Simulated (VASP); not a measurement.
Write the native input for VASP 6.6.1 that does the following.

```yaml
Task: single point
Functional: PBE
Potentials_or_basis: VASP PAW PBE potentials, release 64 (Y_sv, Na_pv)
Cutoff: 520 eV
k_mesh: 8 × 8 × 8
Occupations: fermi-dirac, width 0.05 eV
Spin: no spin polarisation
Dipole_correction: no
Further_INCAR_settings: ALGO = Fast; EDIFF = 1e-07; NBANDS = 28
```

The structure of NaY3 lies in POSCAR:

```
NaY3
1.0
   -2.3858995181      2.3858995181      5.3905781119
    2.3858995181     -2.3858995181      5.3905781119
    2.3858995181      2.3858995181     -5.3905781119
Y Na
3 1
Direct
    0.5000000000      0.5000000000      0.0000000000
    0.2500000000      0.7500000000      0.5000000000
    0.7500000000      0.2500000000      0.5000000000
    0.0000000000      0.0000000000      0.0000000000
```

The input as run:

INCAR

```
PREC = Accurate ; ENCUT = 520
EDIFF = 1E-7 ; ISMEAR = -1
SIGMA = 0.05 ; LREAL = F
LASPH = T ; NELM = 100
ALGO = Fast ; ISIF = 2
LWAVE = F ; LCHARG = F
GGA = PE ; NBANDS = 28
```

KPOINTS

```
regular mesh
0
Gamma
  8 8 8
```

Potentials or basis: VASP PAW PBE potentials, release 64 (Y_sv, Na_pv).

Launch:

```bash
$ cat potpaw_PBE.64/Y_sv/POTCAR potpaw_PBE.64/Na_pv/POTCAR > POTCAR
$ mpirun -np 1 vasp_std > vasp.out
```

It gave:

```yaml
Pressure: 1.8 GPa
Band_gap_on_the_k_mesh: zero (bands 20 and 21 overlap by 0.65 eV)
```

Wall time 10 min on 1 thread of Intel(R) Xeon(R) Platinum 8559C (Emerald Rapids), on a shared host, peak memory 0.46 GiB.
